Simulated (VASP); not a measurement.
# SiC (rocksalt type): single point with LDA

SiC (rocksalt type):

```xyz
2
Lattice="0.0000 1.7267 1.7267 1.7267 0.0000 1.7267 1.7267 1.7267 0.0000" Properties=species:S:1:pos:R:3 pbc="T T T"
Si    0.0000    0.0000    0.0000
C     1.7267    1.7267    1.7267
```

This cell differs from its parent crystal: volume scaled by 0.64.

```json
{
  "Program": "VASP 6.6.1",
  "Task": "single point",
  "Functional": "LDA",
  "Potentials or basis": "VASP PAW LDA potentials, release 64 (Si, C)",
  "Cutoff": "520 eV",
  "k mesh": "15 × 15 × 15",
  "Occupations": "fermi-dirac, width 0.05 eV",
  "Spin": "no spin polarisation"
}
```

- Pressure: 303.7 GPa
- Band gap on the k mesh: zero (band 4 reaches 21.29 eV, above the bottom of band 5 at 21.12 eV)

Levels at points of the mesh, in eV from the Fermi level:
```csv
k point,band 1,band 2,band 3,band 4,band 5,band 6,band 7,band 8,band 9
"(0.00, 0.00, 0.00)",-24.68,0.05,0.05,0.05,8.96,8.96,8.96,16.35,16.35
```

Run time: 13 s on 1 thread of AMD EPYC 7R43 64-Core Processor (Zen 3), with other jobs on the host, peak memory 0.08 GiB.
